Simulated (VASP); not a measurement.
# Fe (Fmmm) in VASP: a series of runs, part 3 of 3

VASP 6.6.1. The steps go on from the part before.

### Step 5. Single point, PBE, collinear spin, ferromagnetic start (11.89 Å³/atom)

This run uses another cell than the first one, of 11.89 Å³/atom.

INCAR reads:

```
ALGO = Normal
EDIFF = 1E-6
ENCUT = 520
GGA = PE
ISIF = 2
ISMEAR = -1
ISPIN = 2
LASPH = True
LCHARG = False
LMAXMIX = 4
LORBIT = 11
LREAL = False
LWAVE = False
MAGMOM = 3
NBANDS = 14
NELM = 150
PREC = Accurate
SIGMA = 0.05
```

KPOINTS reads:

```
k-points
0
Gamma
  16 16 16
```

POSCAR reads:

```
Fe
1.0
    0.0000000000      1.9672918273      1.9909647747
    1.5181582831      0.0000000000      1.9909647747
    1.5181582831      1.9672918273      0.0000000000
Fe
1
Direct
    0.0000000000      0.0000000000      0.0000000000
```

Potentials or basis: VASP PAW PBE potentials, release 64 (Fe).

Command:

```
cat potpaw_PBE.64/Fe/POTCAR > POTCAR
mpirun -np 1 vasp_std > vasp.out
```

OUTCAR:

```text
EDIFF = 1E-6
   ENCUT = 520
   GGA = PE
   ISIF = 2
   ISMEAR = -1
   ISPIN = 2
   LASPH = True
   LORBIT = 11
   LREAL = False
   NELM = 150
   PREC = Accurate

 ion  position               nearest neighbor table
   1  0.000  0.000  0.000-

  LATTYP: Found a face centered orthorhombic cell.
 ALAT       =     3.0363165662
 B/A-ratio  =     1.2958410524
 C/A-ratio  =     1.3114342535

  Lattice vectors:

[... 1025 lines left out ...]
  --------------------------------------------------------------------------------------
  -------------------------------------------------------------------------------------
  Total       -0.8286847     -0.2638756     -0.3610898      0.0000000      0.0000000      0.0000000
  in kB     -111.6401640    -35.5492428    -48.6459184      0.0000000      0.0000000      0.0000000
  external PRESSURE =     -65.2784417 kB  Pullay stress =       0.0000000 kB

 VOLUME and BASIS-vectors are now :
 -----------------------------------------------------------------------------
  energy-cutoff  :      520.00
  volume of cell :       11.89
      direct lattice vectors                 reciprocal lattice vectors
     0.000000000  1.967291827  1.990964775    -0.329346423  0.254156497  0.251134529
     1.518158283  0.000000000  1.990964775     0.329346423 -0.254156497  0.251134529
     1.518158283  1.967291827  0.000000000     0.329346423  0.254156497 -0.251134529

 POSITION                                       TOTAL-FORCE (eV/Angst)
 -----------------------------------------------------------------------------------
      0.00000      0.00000      0.00000        -0.000000      0.000000     -0.000000
 -----------------------------------------------------------------------------------
    total drift:                                0.000000      0.000000      0.000000

  FREE ENERGIE OF THE ION-ELECTRON SYSTEM (eV)
  ---------------------------------------------------
  free  energy   TOTEN  =        -8.2164911285 eV

  energy  without entropy=       -8.2071437951  energy(sigma->0) =       -8.21181746

 total charge

# of ion       s       p       d       tot
------------------------------------------
    1        0.469   0.500   6.209   7.179

 magnetization (x)

# of ion       s       p       d       tot
------------------------------------------
    1       -0.014  -0.052   2.381   2.315
```

OSZICAR:

```text
N       E                     dE             d eps       ncg     rms          rms(c)
DAV:   1     0.219681343535E+02    0.21968E+02   -0.38071E+03 37824   0.689E+02
DAV:   2    -0.817979174219E+01   -0.30148E+02   -0.27578E+02 37812   0.127E+02
DAV:   3    -0.912060427075E+01   -0.94081E+00   -0.93404E+00 42228   0.234E+01
DAV:   4    -0.912385686153E+01   -0.32526E-02   -0.32523E-02 40314   0.124E+00
DAV:   5    -0.912387298673E+01   -0.16125E-04   -0.16125E-04 42210   0.903E-02    0.110E+01
DAV:   6    -0.831445431687E+01    0.80942E+00   -0.10881E+01 43740   0.375E+01    0.607E+00
DAV:   7    -0.822772217756E+01    0.86732E-01   -0.79987E-01 42870   0.973E+00    0.338E+00
DAV:   8    -0.822271088529E+01    0.50113E-02   -0.88020E-03 41418   0.544E-01    0.142E+00
DAV:   9    -0.821639569458E+01    0.63152E-02   -0.89901E-03 47304   0.508E-01    0.355E-01
DAV:  10    -0.821641219781E+01   -0.16503E-04   -0.70065E-04 41718   0.282E-01    0.105E-01
DAV:  11    -0.821648888600E+01   -0.76688E-04   -0.36330E-04 43690   0.147E-01    0.452E-02
DAV:  12    -0.821649058240E+01   -0.16964E-05   -0.75847E-06 39222   0.312E-02    0.160E-02
DAV:  13    -0.821649271412E+01   -0.21317E-05   -0.18198E-06 30618   0.952E-03    0.108E-02
DAV:  14    -0.821649099577E+01    0.17184E-05   -0.50694E-07 19020   0.652E-03    0.332E-03
DAV:  15    -0.821649112846E+01   -0.13269E-06   -0.67952E-08 18180   0.230E-03
   1 F= -.82164911E+01 E0= -.82118175E+01  d E =-.934733E-02  mag=     2.3117
```

Wall time 2.3 min (1 thread of Intel Xeon 8259CL, shared host); peak memory 0.27 GiB.

What came out:

* Free energy: -8.2165 eV
* Pressure: -6.5 GPa
* Net moment: 2.31 μB per cell
* Site moments: Fe +2.31 μB
* Valence electrons inside the program's atomic spheres: Fe 7.18

Levels at points of the mesh, in eV from the Fermi level:
Spin up:
```
           k point  band 1  band 2  band 3  band 4  band 5  band 6  band 7  band 8  band 9  band 10
(0.00, 0.00, 0.00)   -8.16   -2.36   -2.27   -1.98   -1.31   -0.95   23.53   24.95   25.19    28.89
(0.50, 0.00, 0.00)   -4.67   -3.05   -1.36   -0.80    0.22    0.35    6.71   18.60   20.42    23.45
(0.50, 0.50, 0.00)   -4.71   -3.55   -0.77   -0.71    0.30    0.89    7.40   16.99   18.07    21.85
(0.50, 0.00, 0.50)   -4.71   -3.53   -0.80   -0.76    0.37    1.10    7.66   16.77   17.84    21.63
(0.00, 0.50, 0.50)   -4.67   -4.49   -0.10    0.04    0.14    7.68   10.66   10.67   14.08    16.05
```
Spin down:
```tsv
k point	band 1	band 2	band 3	band 4	band 5	band 6	band 7	band 8
(0.00, 0.00, 0.00)	-7.99	-0.41	-0.26	0.21	1.40	1.99	23.23	24.73
(0.50, 0.00, 0.00)	-3.35	-1.15	0.45	1.29	2.02	2.60	8.15	18.59
(0.50, 0.50, 0.00)	-3.30	-1.84	1.01	2.02	2.14	2.64	8.83	17.15
(0.50, 0.00, 0.50)	-3.28	-1.78	1.23	1.96	2.08	2.66	9.08	16.91
(0.00, 0.50, 0.50)	-2.78	-2.60	2.34	2.34	2.40	7.95	10.96	10.97
```

Caveat: the stress differs along the axes, from -11 to -4 GPa.

### Step 6. Single point, PBE, collinear spin, ferromagnetic start (10.75 Å³/atom)

This run uses another cell than the first one, of 10.75 Å³/atom.

INCAR reads:

```
ALGO = Normal
EDIFF = 1E-7
ENCUT = 520
GGA = PE
ISIF = 2
ISMEAR = -1
ISPIN = 2
LASPH = T
LCHARG = F
LMAXMIX = 4
LORBIT = 11
LREAL = F
LWAVE = F
MAGMOM = 3
NBANDS = 14
NELM = 150
PREC = Accurate
SIGMA = 0.05
```

KPOINTS is that of step 5.

POSCAR reads:

```
Fe
1.0
    0.0000000000      1.9021012276      1.9249897192
    1.4678507246      0.0000000000      1.9249897192
    1.4678507246      1.9021012276      0.0000000000
Fe
1
Direct
    0.0000000000      0.0000000000      0.0000000000
```

Potentials or basis: VASP PAW PBE potentials, release 64 (Fe).

Command:

```
cat potpaw_PBE.64/Fe/POTCAR > POTCAR
mpirun -np 1 vasp_std > vasp.out
```

OUTCAR:

```text
EDIFF = 1E-7
   ENCUT = 520
   GGA = PE
   ISIF = 2
   ISMEAR = -1
   ISPIN = 2
   LASPH = T
   LORBIT = 11
   LREAL = F
   NELM = 150
   PREC = Accurate

 ion  position               nearest neighbor table
   1  0.000  0.000  0.000-

  LATTYP: Found a face centered orthorhombic cell.
 ALAT       =     2.9357014492
 B/A-ratio  =     1.2958410523
 C/A-ratio  =     1.3114342535

  Lattice vectors:

 A1 = (   0.0000000000,   1.9021012276,   1.9249897192)
 A2 = (   1.4678507246,   0.0000000000,   1.9249897192)
 A3 = (   1.4678507246,   1.9021012276,   0.0000000000)

Analysis of symmetry for initial positions (statically):
=====================================================================
 Subroutine PRICEL returns:
 Original cell was already a primitive cell.

 Routine SETGRP: Setting up the symmetry group for a
 face centered orthorhombic supercell.

 Subroutine GETGRP returns: Found  8 space group operations
 (whereof  8 operations were pure point group operations)
 out of a pool of  8 trial point group operations.

The static configuration has the point symmetry D_2h.

Analysis of symmetry for dynamics (positions and initial velocities):
=====================================================================
 Subroutine PRICEL returns:
 Original cell was already a primitive cell.

 Routine SETGRP: Setting up the symmetry group for a
 face centered orthorhombic supercell.

 Subroutine GETGRP returns: Found  8 space group operations
 (whereof  8 operations were pure point group operations)
 out of a pool of  8 trial point group operations.

The dynamic configuration has the point symmetry D_2h.

Analysis of structural, dynamic, and magnetic symmetry:
=====================================================================
 Subroutine PRICEL returns:
 Original cell was already a primitive cell.

 Routine SETGRP: Setting up the symmetry group for a
 face centered orthorhombic supercell.

 Subroutine GETGRP returns: Found  8 space group operations
 (whereof  8 operations were pure point group operations)
 out of a pool of  8 trial point group operations.

The overall configuration has the point symmetry D_2h.

[... 160 lines left out ...]
      7      30.8477      0.00000
      8      32.4057      0.00000
      9      32.6945      0.00000
     10      36.9888      0.00000
     11      38.0115      0.00000
     12      38.7973      0.00000
     13      39.1384      0.00000
     14      39.2449      0.00000
[... 379 lines left out ...]
      3       3.9188      1.00000
      4       4.4714      1.00000
      5       4.9685      1.00000
      6       5.4557      1.00000
      7      29.0721      0.00000
      8      30.8499      0.00000
      9      32.2418      0.00000
     10      36.0980      0.00000
     11      36.6774      0.00000
     12      38.4056      0.00000
     13      38.5957      0.00000
     14      40.9758      0.00000

 [... further k-points ...]

 spin component 2

 k-point     1 :       0.0000    0.0000    0.0000
  band No.  band energies     occupation
      1      -2.1715      1.00000
      2       5.5666      1.00000
      3       5.7240      1.00000
      4       6.2597      0.98298
      5       7.6325      0.00000
      6       8.2794      0.00000
      7      30.6016      0.00000
      8      32.2250      0.00000
      9      32.5463      0.00000
     10      37.3750      0.00000
     11      38.0678      0.00000
     12      39.7609      0.00000
     13      39.8563      0.00000
     14      39.8582      0.00000
[... 379 lines left out ...]
      3       5.6594      1.00000
      4       6.3908      0.80745
      5       7.4829      0.00000
      6       8.2294      0.00000
      7      29.1638      0.00000
      8      30.9686      0.00000
      9      32.1220      0.00000
     10      36.5360      0.00000
     11      37.2439      0.00000
     12      38.7700      0.00000
     13      39.1072      0.00000
     14      41.6855      0.00000

 [... further k-points ...]

------------------------ aborting loop because EDIFF is reached ----------------------------------------

  FORCE on cell =-STRESS in cart. coord.  units (eV):
  Direction    XX          YY          ZZ          XY          YZ          ZX
  --------------------------------------------------------------------------------------
  -------------------------------------------------------------------------------------
  Total        0.3473383      1.1314223      0.9818621      0.0000000      0.0000000      0.0000000
  in kB       51.7713272    168.6403049    146.3481223      0.0000000      0.0000000      0.0000000
  external PRESSURE =     122.2532515 kB  Pullay stress =       0.0000000 kB

 VOLUME and BASIS-vectors are now :
 -----------------------------------------------------------------------------
  energy-cutoff  :      520.00
  volume of cell :       10.75
      direct lattice vectors                 reciprocal lattice vectors
     0.000000000  1.902101228  1.924989719    -0.340634093  0.262867187  0.259741647
     1.467850725  0.000000000  1.924989719     0.340634093 -0.262867187  0.259741647
     1.467850725  1.902101228  0.000000000     0.340634093  0.262867187 -0.259741647

 POSITION                                       TOTAL-FORCE (eV/Angst)
 -----------------------------------------------------------------------------------
      0.00000      0.00000      0.00000         0.000000      0.000000      0.000000
 -----------------------------------------------------------------------------------
    total drift:                                0.000000     -0.000000     -0.000000

  FREE ENERGIE OF THE ION-ELECTRON SYSTEM (eV)
  ---------------------------------------------------
  free  energy   TOTEN  =        -8.2028171965 eV

  energy  without entropy=       -8.1934813698  energy(sigma->0) =       -8.19814928

 total charge

# of ion       s       p       d       tot
------------------------------------------
    1        0.513   0.594   6.283   7.390

 magnetization (x)

# of ion       s       p       d       tot
------------------------------------------
    1       -0.013  -0.055   2.146   2.078
```

It took 5.5 min on 1 thread of Intel Xeon 8259CL, shared host; peak memory 0.25 GiB.

What came out:

- Free energy: -8.2028 eV
- Pressure: 12.2 GPa
- Net moment: 2.09 μB per cell
- Site moments: Fe +2.08 μB
- Valence electrons inside the program's atomic spheres: Fe 7.39

Caveat: the stress differs along the axes, from 5 to 17 GPa.

### Step 7. The runs side by side

```csv
cell,gap on the mesh (eV),pressure (GPa),moment (μB)
"a = 2.763, b = 2.471, c = 2.453 Å, angles 68.3, 56.2, 55.6°, 1 atom",none,-0.4,2.23
"a = 2.772, b = 2.479, c = 2.461 Å, angles 68.3, 56.2, 55.6°, 1 atom",none,-2.1,2.25
"a = 2.781, b = 2.488, c = 2.469 Å, angles 68.3, 56.2, 55.6°, 1 atom",none,-3.7,2.27
"a = 2.799, b = 2.504, c = 2.485 Å, angles 68.3, 56.2, 55.6°, 1 atom",none,-6.5,2.31
"a = 2.706, b = 2.421, c = 2.403 Å, angles 68.3, 56.2, 55.6°, 1 atom",none,12.2,2.09
```

Alike in all rows: task single point; level PBE; potentials or basis VASP PAW PBE potentials, release 64 (Fe); spin collinear, ferromagnetic start; k mesh 16 × 16 × 16; cutoff (eV) 520; smearing fermi-dirac 0.05 eV.

Caveats: the stress differs along the axes, from -6 to 3 GPa (at least some runs); the stress differs along the axes, from -7 to 1 GPa (at least some runs); the stress differs along the axes, from -9 to -0 GPa (at least some runs); the stress differs along the axes, from -11 to -4 GPa (at least some runs); the stress differs along the axes, from 5 to 17 GPa (at least some runs).

Total energies depend on the potentials used, so only differences within one code and one set of settings carry meaning.
